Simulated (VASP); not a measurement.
Ba, 1 atom in the cell. It takes space group Cmmm (No. 65, orthorhombic). Conventional cell: a = 3.597 Å, b = 6.716 Å, c = 5.928 Å, α = 90.00°, β = 90.00°, γ = 90.00°. Ba (site symmetry mmm) has 6 Ba at 3.60 to 3.81 Å within 4.7 Å.  This cell differs from its parent crystal: strain -0.080 along x and y, +0.040 along z.

| Quantity | Value |
| --- | --- |
| Program | VASP 6.6.1 |
| Task | single point |
| Functional | PBEsol |
| Potentials or basis | VASP PAW PBE potentials, release 64 (Ba_sv) |
| Cutoff | 500 eV |
| k mesh | 14 × 14 × 8 |
| Occupations | gaussian, width 0.15 eV |
| Spin | no spin polarisation |
| Dipole correction | no |
| Further INCAR settings | ALGO = Normal; EDIFF = 1e-06; NBANDS = 11 |

Potentials or basis: VASP PAW PBE potentials, release 64 (Ba_sv).

Command:

```console
$ cat potpaw_PBE.64/Ba_sv/POTCAR > POTCAR
$ mpirun -np 1 vasp_std > vasp.out
```

Hardware: 1 thread of Intel Xeon 8259CL (shared host).

Question: How long does it take, and how much memory?

Answer: Wall time 2.6 min on 1 thread of Intel Xeon 8259CL, with other jobs on the host, peak memory 0.34 GiB. Counts: scf iterations 12, k points 285.
